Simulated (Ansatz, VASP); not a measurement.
# One calculation of Ti, two programs

Contents of POSCAR:

```
Ti
1.0
    0.0000000000      2.0551516152      2.0551516152
    2.0551516152      0.0000000000      2.0551516152
    2.0551516152      2.0551516152      0.0000000000
Ti
1
Direct
    0.0000000000      0.0000000000      0.0000000000
```

The input INCAR.step1:

```
ALGO     = Normal         # electronic algorithm
EDIFF    = 1E-4           # SCF threshold, eV
ENCUT    = 520            # plane-wave cutoff, eV
GGA      = PE             # functional
ISMEAR   = 0              # smearing method
LASPH    = T              # aspherical terms in the spheres
LCHARG   = F              # write CHGCAR
LREAL    = F              # projectors in reciprocal space
LWAVE    = T              # write WAVECAR
NBANDS   = 12             # bands
NELM     = 100            # most SCF steps
PREC     = Accurate       # precision mode
SIGMA    = 0.15           # smearing width, eV
```

INCAR.step2

```
ALGO     = Normal         # electronic algorithm
EDIFF    = 1E-6           # SCF threshold, eV
ENCUT    = 520            # plane-wave cutoff, eV
ISIF     = 2              # what is computed and relaxed
ISMEAR   = 0              # smearing method
ISTART   = 1            
LASPH    = T              # aspherical terms in the spheres
LCHARG   = F              # write CHGCAR
LMIXTAU  = T            
LREAL    = F              # projectors in reciprocal space
LWAVE    = F              # write WAVECAR
METAGGA  = R2SCAN         # meta-GGA
NBANDS   = 12             # bands
NELM     = 100            # most SCF steps
PREC     = Accurate       # precision mode
SIGMA    = 0.15           # smearing width, eV
```

KPOINTS

```
k-points
0
Gamma
  14 14 14
```

Input for Ansatz:

```yaml
crystal:
  lattice:
    - [0.0, 2.0551516152, 2.0551516152]
    - [2.0551516152, 0.0, 2.0551516152]
    - [2.0551516152, 2.0551516152, 0.0]
  atoms:
    - { symbol: Ti, position: [0.0, 0.0, 0.0] }
basis:
  ecutwfc: 500
kpoints:
  mp_grid: { grid: [14, 14, 14] }
hamiltonian:
  xc: r2scan
scf:
  occupations: { method: gaussian, width: 0.15 }
output:
  forces: true
  stress: true
  eigenvalues: true
```

Alike in both runs: task single point; functional r2SCAN; k mesh 14 × 14 × 14; occupations gaussian, width 0.15 eV; no spin polarisation.

|  | VASP | Ansatz |
| --- | --- | --- |
| version | VASP 6.6.1 | Ansatz 0.2.0 |
| potentials or method | VASP PAW PBE potentials, release 64 (Ti_sv), cutoff 520 eV | scalar-relativistic, plane waves, PAW |
| valence electrons in the cell | 12 | 12 |

|  | VASP | Ansatz | Ansatz less VASP |
| --- | --- | --- | --- |
| gap on the k mesh at the Fermi level (eV) | none | none | - |
| pressure (GPa) | 0.5 | 0.1 | -0.39 |

VASP's potentials were made for PBE, not for r2SCAN. A gap of «none» marks a metal or a gap that the smearing closes.
